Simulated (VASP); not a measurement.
# Cu (Fm-3m) in VASP: notebook

The runs below take Cu through single point, relaxation of cell and atoms, with PBE.

Program: VASP 6.6.1. These are calculated values, not measurements. Logs are shortened: lines on timing, memory, paths and dates and some standing lists are left out, and cuts for length are marked.

## 1. The cell of the first run

Symmetry: Fm-3m, No. 225, cubic system. The conventional cell has a = 3.630 Å, b = 3.630 Å, c = 3.630 Å, α = 90.00°, β = 90.00°, γ = 90.00°. Within 3.4 Å of Cu (site symmetry m-3m) lie 12 Cu at 2.57 Å.

## 2. Single point, PBE

Contents of INCAR:

```
SYSTEM = Cu
PREC     = Accurate       ! precision mode
ENCUT    = 520            ! plane-wave cutoff, eV
EDIFF    = 1E-6           ! SCF threshold, eV
ISMEAR   = 0              ! smearing method
SIGMA    = 0.1            ! smearing width, eV
LREAL    = .FALSE.        ! projectors in reciprocal space
LASPH    = .TRUE.         ! aspherical terms in the spheres
NELM     = 60             ! most SCF steps
ALGO     = Normal         ! electronic algorithm
ISIF     = 2              ! what is computed and relaxed
LWAVE    = .FALSE.        ! write WAVECAR
LCHARG   = .FALSE.        ! write CHGCAR
GGA      = PE             ! functional
NBANDS   = 12             ! bands
```

Contents of KPOINTS:

```
regular mesh
0
G
  20 20 20
  0 0 0
```

Contents of POSCAR:

```
Cu
1.0
    0.0000000000      1.8148448850      1.8148448850
    1.8148448850      0.0000000000      1.8148448850
    1.8148448850      1.8148448850      0.0000000000
Cu
1
Direct
    0.0000000000      0.0000000000      0.0000000000
```

Potentials or basis: VASP PAW PBE potentials, release 64 (Cu).

The run is started by

```bash
cat potpaw_PBE.64/Cu/POTCAR > POTCAR
mpirun -np 1 vasp_std > vasp.out
```

OUTCAR:

```text
SYSTEM = Cu
   PREC = Accurate
   ENCUT = 520
   EDIFF = 1E-6
   ISMEAR = 0
   LREAL = .FALSE.
   LASPH = .TRUE.
   NELM = 60
   ISIF = 2
   GGA = PE

 ion  position               nearest neighbor table
   1  0.000  0.000  0.000-

  LATTYP: Found a face centered cubic cell.
 ALAT       =     3.6296897700

  Lattice vectors:

 A1 = (   0.0000000000,   1.8148448850,   1.8148448850)
 A2 = (   1.8148448850,   0.0000000000,   1.8148448850)
 A3 = (   1.8148448850,   1.8148448850,   0.0000000000)

Analysis of symmetry for initial positions (statically):
=====================================================================
 Subroutine PRICEL returns:
 Original cell was already a primitive cell.

 Routine SETGRP: Setting up the symmetry group for a
 face centered cubic supercell.

 Subroutine GETGRP returns: Found 48 space group operations
 (whereof 48 operations were pure point group operations)
 out of a pool of 48 trial point group operations.

The static configuration has the point symmetry O_h .

Analysis of symmetry for dynamics (positions and initial velocities):
=====================================================================
 Subroutine PRICEL returns:
 Original cell was already a primitive cell.

 Routine SETGRP: Setting up the symmetry group for a
 face centered cubic supercell.

 Subroutine GETGRP returns: Found 48 space group operations
 (whereof 48 operations were pure point group operations)
 out of a pool of 48 trial point group operations.

The dynamic configuration has the point symmetry O_h .

 Subroutine INISYM returns: Found 48 space group operations
 (whereof 48 operations are pure point group operations),
 and found     1 'primitive' translations

----------------------------------------------------------------------------------------

                                     Primitive cell

  volume of cell :      11.9550

  direct lattice vectors                    reciprocal lattice vectors
     0.000000000  1.814844885  1.814844885    -0.275505639  0.275505639  0.275505639
     1.814844885  0.000000000  1.814844885     0.275505639 -0.275505639  0.275505639
     1.814844885  1.814844885  0.000000000     0.275505639  0.275505639 -0.275505639

  length of vectors
     2.566578250  2.566578250  2.566578250     0.477189765  0.477189765  0.477189765

  position of ions in fractional coordinates (direct lattice)
     0.000000000  0.000000000  0.000000000

  ion indices of the primitive-cell ions
   primitive index   ion index
                 1           1

----------------------------------------------------------------------------------------

 KPOINTS: regular mesh

Automatic generation of k-mesh.
 Grid dimensions read from file:
 generate k-points for:   20   20   20

 Generating k-lattice:

  Cartesian coordinates                     Fractional coordinates (reciprocal lattice)
    -0.013775282  0.013775282  0.013775282     0.050000000  0.000000000  0.000000000
     0.013775282 -0.013775282  0.013775282     0.000000000  0.050000000  0.000000000
     0.013775282  0.013775282 -0.013775282     0.000000000  0.000000000  0.050000000

  Length of vectors
     0.023859488  0.023859488  0.023859488

  Shift w.r.t. Gamma in fractional coordinates (k-lattice)
     0.000000000  0.000000000  0.000000000

 Subroutine IBZKPT returns following result:
 ===========================================

 Found    256 irreducible k-points:

 Following reciprocal coordinates:
            Coordinates               Weight
  0.000000  0.000000  0.000000      1.000000
  0.050000  0.000000  0.000000      8.000000
  0.100000  0.000000  0.000000      8.000000
  0.150000  0.000000  0.000000      8.000000
  0.200000  0.000000  0.000000      8.000000
  0.250000  0.000000  0.000000      8.000000
[... 16 lines left out ...]
 -0.400000  0.050000  0.000000     24.000000
 -0.350000  0.050000  0.000000     24.000000
 [... further k-points ...]
   k-points           NKPTS =    256   k-points in BZ     NKDIM =    256   number of bands    NBANDS=     12
   number of dos      NEDOS =    301   number of ions     NIONS =      1
   total plane-waves  NPLWV =   8000
   dimension x,y,z NGX =    20 NGY =   20 NGZ =   20
   dimension x,y,z NGXF=    40 NGYF=   40 NGZF=   40
   ions per type =               1
   NGX,Y,Z   is equivalent  to a cutoff of  12.95, 12.95, 12.95 a.u.
   NGXF,Y,Z  is equivalent  to a cutoff of  25.91, 25.91, 25.91 a.u.
 SYSTEM =  Cu
   PREC   = accura    normal or accurate (medium, high low for compatibility)
   ISTART =      0    job   : 0-new  1-cont  2-samecut
   ICHARG =      2    charge: 1-file 2-atom 10-const
   ISPIN  =      1    spin polarized calculation?
   LNONCOLLINEAR =      F non collinear calculations
   LSORBIT =      F    spin-orbit coupling
   LASPH  =      T    aspherical Exc in radial PAW
   ENCUT  =  520.0 eV  38.22 Ry    6.18 a.u.   4.77  4.77  4.77*2*pi/ulx,y,z
   NELM   =     60;   NELMIN=  2; NELMDL= -5     # of ELM steps
   EDIFF  = 0.1E-05   stopping-criterion for ELM
   LREAL  =      F    real-space projection
   EDIFFG = 0.1E-04   stopping-criterion for IOM
   NSW    =      0    number of steps for IOM
   IBRION =     -1    ionic relax: 0-MD 1-quasi-New 2-CG
   NFREE  =      0    steps in history (QN), initial steepest desc. (CG)
   ISIF   =      2    stress and relaxation
   ISYM   =      2    0-nonsym 1-usesym 2-fastsym
   POTIM  = 0.5000    time-step for ionic-motion
   TEBEG  =    0.0;   TEEND  =   0.0 temperature during run
   PSTRESS=    0.0 pullay stress
   NELECT =      11.0000    total number of electrons
   NUPDOWN=      -1.0000    fix difference up-down
   EMIN   =  10.00;   EMAX   =-10.00  energy-range for DOS
   EFERMI =   0.00;   METHOD = LEGACY
   ISMEAR =     0;   SIGMA  =   0.10  broadening in eV -4-tet -1-fermi 0-gaus
   EFERMI_NEDOS =   21; number of points for ismear=-14 and -15
   IALGO  =     38    algorithm
   IMIX   =      4    mixing-type and parameters
     AMIX     =   0.40;   BMIX     =  1.00
     AMIX_MAG =   1.60;   BMIX_MAG =  1.00
  volume/ion in A,a.u.               =      11.95        80.68
  Fermi-wavevector in a.u.,A,eV,Ry     =   1.592293  3.008997 34.496154  2.535396
  Thomas-Fermi vector in A             =   2.690700
   LORBIT       =      0    0 simple, 1 ext, 2 COOP (PROOUT), +10 PAW based schemes
   GGA     = PE    functional components
   LHFCALC =     F    Hartree Fock is set to
   AEXX    =    0.0000 exact exchange contribution
   IVDW    =     0    specifies the selected vdW correction
   LEPSILON=     F    determine dielectric tensor
   LRPA    =     F    only Hartree local field effects (RPA)
 non-spin polarized calculation
 Gauss-broadening in eV      SIGMA  =   0.10
  energy-cutoff  :      520.00
  volume of cell :       11.95
 maximum number of plane-waves:       332
   NGX =  9   NGY =  9   NGZ =  9

 number of electron      10.9999997 magnetization

 Free energy of the ion-electron system (eV)
  ---------------------------------------------------
  ext. energy  EPLUGINS =         0.00000000
  ---------------------------------------------------
  free energy    TOTEN  =        -3.72939816 eV

  energy without entropy =       -3.72806479  energy(sigma->0) =       -3.72873147

 E-fermi :   7.4092     XC(G=0): -12.6552

 val. band max:        7.3903593511   @ k =   0.5000   0.2500   0.1000
 cond. band min:       7.4561218206   @ k =   0.5000   0.3500   0.1500
 fundamental gap:      0.0657624695
 Fermi energy:         7.4091695949

 k-point     1 :       0.0000    0.0000    0.0000
  band No.  band energies     occupation
      1      -1.8232      2.00000
      2       4.4472      2.00000
      3       4.4472      2.00000
      4       4.4472      2.00000
      5       5.2538      2.00000
      6       5.2538      2.00000
      7      29.9323      0.00000
      8      32.4824      0.00000
      9      32.4824      0.00000
     10      32.4824      0.00000
     11      34.9653      0.00000
     12      34.9653      0.00000

 k-point     2 :       0.0500    0.0000    0.0000
  band No.  band energies     occupation
      1      -1.7328      2.00000
      2       4.4281      2.00000
      3       4.4643      2.00000
      4       4.4643      2.00000
      5       5.2470      2.00000
      6       5.2470      2.00000
      7      29.4249      0.00000
      8      31.2712      0.00000
      9      32.1771      0.00000
     10      32.1771      0.00000
     11      35.4005      0.00000
     12      35.4005      0.00000

 k-point     3 :       0.1000    0.0000    0.0000
  band No.  band energies     occupation
      1      -1.4640      2.00000
      2       4.3753      2.00000
      3       4.5102      2.00000
      4       4.5102      2.00000
      5       5.2316      2.00000
      6       5.2316      2.00000
      7      27.3792      0.00000
      8      30.6486      0.00000
      9      31.5861      0.00000
     10      31.5861      0.00000
     11      36.3515      0.00000
     12      36.3515      0.00000
[... 286 lines left out ...]
 k-point    23 :      -0.4000    0.0500    0.0000
  band No.  band energies     occupation
      1       2.3151      2.00000
      2       4.4237      2.00000
      3       4.4690      2.00000
      4       5.1672      2.00000
      5       5.6903      2.00000
      6       6.1572      2.00000
      7      12.8042      0.00000
      8      27.1560      0.00000
      9      29.0813      0.00000
     10      29.6885      0.00000
     11      32.6408      0.00000
     12      34.0104      0.00000

 k-point    24 :      -0.3500    0.0500    0.0000
  band No.  band energies     occupation
      1       1.9659      2.00000
      2       4.4732      2.00000
      3       4.5123      2.00000
      4       4.6483      2.00000
      5       5.5638      2.00000
      6       5.8425      2.00000
      7      14.6454      0.00000
      8      27.0893      0.00000
      9      29.4863      0.00000
     10      30.3963      0.00000
     11      32.7276      0.00000
     12      34.4488      0.00000

 [... further k-points ...]
[... 5 lines left out ...]
  --------------------------------------------------------------------------------------
  -------------------------------------------------------------------------------------
  Total        0.0434785      0.0434785      0.0434785     -0.0000000     -0.0000000      0.0000000
  in kB        5.8268920      5.8268920      5.8268920     -0.0000000     -0.0000000      0.0000000
  external PRESSURE =       5.8268920 kB  Pullay stress =       0.0000000 kB

 VOLUME and BASIS-vectors are now :
 -----------------------------------------------------------------------------
  energy-cutoff  :      520.00
  volume of cell :       11.95
      direct lattice vectors                 reciprocal lattice vectors
     0.000000000  1.814844885  1.814844885    -0.275505639  0.275505639  0.275505639
     1.814844885  0.000000000  1.814844885     0.275505639 -0.275505639  0.275505639
     1.814844885  1.814844885  0.000000000     0.275505639  0.275505639 -0.275505639

 POSITION                                       TOTAL-FORCE (eV/Angst)
 -----------------------------------------------------------------------------------
      0.00000      0.00000      0.00000        -0.000000      0.000000     -0.000000
 -----------------------------------------------------------------------------------
    total drift:                                0.000000      0.000000      0.000000

  FREE ENERGIE OF THE ION-ELECTRON SYSTEM (eV)
  ---------------------------------------------------
  free  energy   TOTEN  =        -3.7293981584 eV

  energy  without entropy=       -3.7280647897  energy(sigma->0) =       -3.72873147
```

Wall time 14 s (1 thread of Intel Xeon 6975P-C (Granite Rapids), shared host); peak memory 0.15 GiB.

What came out:

```yaml
Free_energy: -3.7294 eV
Pressure: 0.6 GPa
Band_gap_on_the_k_mesh: zero (an odd number of electrons rules out a gap without spin polarisation)
```

## 3. Relaxation of cell and atoms, PBE

This run uses another cell than the first one, of 12.03 Å³/atom.

Contents of INCAR:

```
ALGO = Normal
EDIFF = 1E-7
EDIFFG = -0.01
ENCUT = 600
GGA = PE
IBRION = 2
ISIF = 3
ISMEAR = 0
LASPH = True
LCHARG = False
LREAL = False
LWAVE = False
NELM = 100
NSW = 80
PREC = Accurate
SIGMA = 0.1
```

Contents of KPOINTS:

```
k-points
0
Gamma
  20 20 20
```

Contents of POSCAR:

```
Cu
1.0
    0.0000000000      1.8185549627      1.8185549627
    1.8185549627      0.0000000000      1.8185549627
    1.8185549627      1.8185549627      0.0000000000
Cu
1
Direct
    0.0000000000      0.0000000000      0.0000000000
```

Potentials or basis: VASP PAW PBE potentials, release 64 (Cu).

The run is started by

```bash
cat potpaw_PBE.64/Cu/POTCAR > POTCAR
mpirun -np 1 vasp_std > vasp.out
```

Wall time 18 s (1 thread of Intel Xeon 6975P-C (Granite Rapids), shared host); peak memory 0.17 GiB.

Results (log left out):

| Property | Result |
| --- | --- |
| Free energy | -3.7296 eV |
| Relaxed volume | 12.00 Å³/atom |
| Relaxed cell | a = 2.570 Å, b = 2.570 Å, c = 2.570 Å, α = 60.00°, β = 60.00°, γ = 60.00° |
| Space group after relaxing (to 0.1 Å) | Fm-3m (No. 225) |
| Energy gained by relaxing | 0.0 meV/atom |
| Ionic steps | 2 |
| Pressure after relaxing | 0.1 GPa |
| Band gap on the k mesh | zero (an odd number of electrons rules out a gap without spin polarisation) |

Final structure:
```
Cu
1.0
     0.00000    1.81699    1.81699
     1.81699    0.00000    1.81699
     1.81699    1.81699    0.00000
Cu
1
Direct
  0.00000 0.00000 0.00000
```

Levels at points of the mesh, in eV from the Fermi level:
```tsv
k point	band 2	band 3	band 4	band 5	band 6	band 7	band 8	band 9
(0.00, 0.00, 0.00)	-2.95	-2.95	-2.95	-2.15	-2.15	22.49	25.02	25.02
(0.50, 0.00, 0.00)	-2.98	-2.98	-1.59	-1.59	-0.93	3.71	20.99	21.85
(0.50, 0.50, 0.00)	-4.31	-1.61	-1.45	-1.45	1.54	7.03	12.99	12.99
```
